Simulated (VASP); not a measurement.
Wanted: the native input for a VASP 6.6.1 run.

```yaml
Task: single point
Functional: PBE
Potentials_or_basis: VASP PAW PBE potentials, release 64 (Si, Ge_d)
Cutoff: 520 eV
k_mesh: 3 × 3 × 3
Occupations: gaussian, width 0.1 eV
Spin: no spin polarisation
Dipole_correction: no
Further_INCAR_settings: ALGO = Normal; EDIFF = 1e-07; NBANDS = 33
```

The structure of Si5Ge2 lies in POSCAR:

```
Si5Ge2
1.0
    3.2891400389      1.8989858869      4.3601013597
   -3.2891400389      1.8989858869      4.3601013597
    0.0000000000     -3.7979717738      4.3601013597
Si Ge
5 2
Direct
    0.1143296082      0.1143296082      0.1143296082
    0.8856703918      0.8856703918      0.8856703918
    0.7196422028      0.0000000000      0.2803577972
    0.2803577972      0.7196422028      0.0000000000
    0.0000000000      0.2803577972      0.7196422028
    0.6997211506      0.6997211506      0.6997211506
    0.3002788494      0.3002788494      0.3002788494
```

The input as run:

INCAR

```
SYSTEM = Si5Ge2
PREC = Accurate
ENCUT = 520
EDIFF = 1E-7
ISMEAR = 0
SIGMA = 0.1
LREAL = .False.
LASPH = .True.
NELM = 100
ALGO = Normal
ISIF = 2
LWAVE = .False.
LCHARG = .False.
GGA = PE
NBANDS = 33
```

KPOINTS

```
regular mesh
0
Gamma
  3 3 3
  0 0 0
```

Potentials or basis: VASP PAW PBE potentials, release 64 (Si, Ge_d).

Run with:

```bash
$ cat potpaw_PBE.64/Si/POTCAR potpaw_PBE.64/Ge_d/POTCAR > POTCAR
$ mpirun -np 1 vasp_std > vasp.out
```

Results of the run:

| Property | Result |
| --- | --- |
| Pressure | -0.2 GPa |
| Largest force | 0.096 eV/Å |
| Band gap on the k mesh | 0.92 eV, indirect (least direct gap 1.52 eV) |

Wall time 29 s on 1 thread of Intel(R) Xeon(R) 6975P-C (Granite Rapids), with other jobs on the host, peak memory 0.31 GiB.
